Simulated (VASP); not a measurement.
Write the native input for VASP 6.6.1 that does the following.

```
Task                   : single point
Functional             : RPBE
Dispersion             : D3(BJ)
Potentials or basis    : VASP PAW PBE potentials, release 64 (Ga_d, N)
Cutoff                 : 520 eV
k mesh                 : 11 × 11 × 11
Occupations            : fermi-dirac, width 0.05 eV
Spin                   : collinear spin
Starting moments       : [0.5, 0.0] μB
Dipole correction      : no
Further INCAR settings : ALGO = Normal; EDIFF = 1e-06; NBANDS = 20
```

The structure of GaN lies in POSCAR:

```
GaN
1.0
    0.0000000000      2.1352350000      2.1352350000
    2.1352350000      0.0000000000      2.1352350000
    2.1352350000      2.1352350000      0.0000000000
Ga N
1 1
Direct
    0.0000000000      0.0000000000      0.0000000000
    0.5000000000      0.5000000000      0.5000000000
```

The input as run:

INCAR

```
PREC = Accurate ; ENCUT = 520
EDIFF = 1E-6 ; ISMEAR = -1
SIGMA = 0.05 ; LREAL = False
LASPH = True ; NELM = 150
ALGO = Normal ; ISIF = 2
LWAVE = False ; LCHARG = False
ISPIN = 2 ; MAGMOM = 0.5 0
LORBIT = 11 ; GGA = RP
IVDW = 12 ; NBANDS = 20
```

KPOINTS

```
Automatic mesh
0
Gamma
  11 11 11
```

Potentials or basis: VASP PAW PBE potentials, release 64 (Ga_d, N).

Command:

```console
$ cat potpaw_PBE.64/Ga_d/POTCAR potpaw_PBE.64/N/POTCAR > POTCAR
$ mpirun -np 1 vasp_std > vasp.out
```

Results of the run:

| Item | Value |
| --- | --- |
| Pressure | -20.5 GPa |
| Band gap on the k mesh | 0.64 eV (least direct gap 2.38 eV) |
| Net moment | 0.00 μB per cell |
| Valence electrons inside the program's atomic spheres | Ga 11.59; N 3.72 |
| Dispersion energy per atom | -1.413 eV |

Caveat: three body term missing; the cell stands under tension; the dispersion term is far too large for a dense solid, which distorts pressure and volume; semilocal functionals underestimate gaps, and a narrow one can read as zero; the PAW data sets were made with another functional, which shifts forces and pressure a little; an odd mesh through Γ misses points on the zone boundary, where band edges can lie.

Wall time 60 s on 1 thread of Intel Xeon 8259CL, on a shared host, peak memory 0.18 GiB.
